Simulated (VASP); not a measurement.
Write the native input for VASP 6.6.1 that does the following.

* Task: relaxation of cell and atoms
* Functional: PBEsol
* Potentials or basis: VASP PAW PBE potentials, release 64 (Li_sv, Nb_sv, O)
* Cutoff: 600 eV
* k mesh: 6 × 6 × 6
* Occupations: gaussian, width 0.02 eV
* Spin: no spin polarisation
* Dipole correction: no
* Further INCAR settings: ALGO = Normal; EDIFF = 1e-06; IBRION = 2; EDIFFG = -0.005; NSW = 100; ISIF = 3

The structure of LiNbO3 lies in POSCAR:

```
LiNbO3
1.0
    2.5758000000      1.4871388234      4.6230000000
   -2.5758000000      1.4871388234      4.6230000000
    0.0000000000     -2.9742776468      4.6230000000
Li Nb O
2 2 6
Direct
    0.2815000000      0.2815000000      0.2815000000
    0.7815000000      0.7815000000      0.7815000000
    0.0000550000      0.0000550000      0.0000550000
    0.5000550000      0.5000550000      0.5000550000
    0.1123100000      0.3583600000      0.7195900000
    0.7195900000      0.1123100000      0.3583600000
    0.3583600000      0.7195900000      0.1123100000
    0.2195900000      0.8583600000      0.6123100000
    0.8583600000      0.6123100000      0.2195900000
    0.6123100000      0.2195900000      0.8583600000
```

These files were run (other wordings do the same):

INCAR

```
PREC = Accurate ; ENCUT = 600
EDIFF = 1E-6 ; ISMEAR = 0
SIGMA = 0.02 ; LREAL = F
LASPH = T ; NELM = 60
ALGO = Normal ; ISIF = 3
LWAVE = F ; LCHARG = F
GGA = PS ; IBRION = 2
NSW = 100 ; EDIFFG = -0.005
```

KPOINTS

```
regular mesh
0
Gamma
  6 6 6
```

Potentials or basis: VASP PAW PBE potentials, release 64 (Li_sv, Nb_sv, O).

The run is started by

```console
$ cat potpaw_PBE.64/Li_sv/POTCAR potpaw_PBE.64/Nb_sv/POTCAR potpaw_PBE.64/O/POTCAR > POTCAR
$ mpirun -np 1 vasp_std > vasp.out
```

It gave:

```
Relaxed volume                        : 10.49 Å³/atom
Relaxed cell                          : a = 5.473 Å, b = 5.473 Å, c = 5.473 Å, α = 55.89°, β = 55.89°, γ = 55.89°
Space group after relaxing (to 0.1 Å) : R3c (No. 161)
Energy gained by relaxing             : 0.9 meV/atom
Ionic steps                           : 13
Pressure after relaxing               : 0.0 GPa
Largest force after relaxing          : 0.003 eV/Å
Band gap on the k mesh                : 3.49 eV (least direct gap 3.50 eV)
```

Caveat: the cutoff is under 1.25 times the usual one of these potentials, so pressure, stress and relaxed cells hold a basis-set (Pulay) error; the PAW data sets were made with another functional, which shifts forces and pressure a little.

Wall time 12 min on 1 thread of Intel(R) Xeon(R) 6975P-C (Granite Rapids) (shared host), peak memory 0.4 GiB.
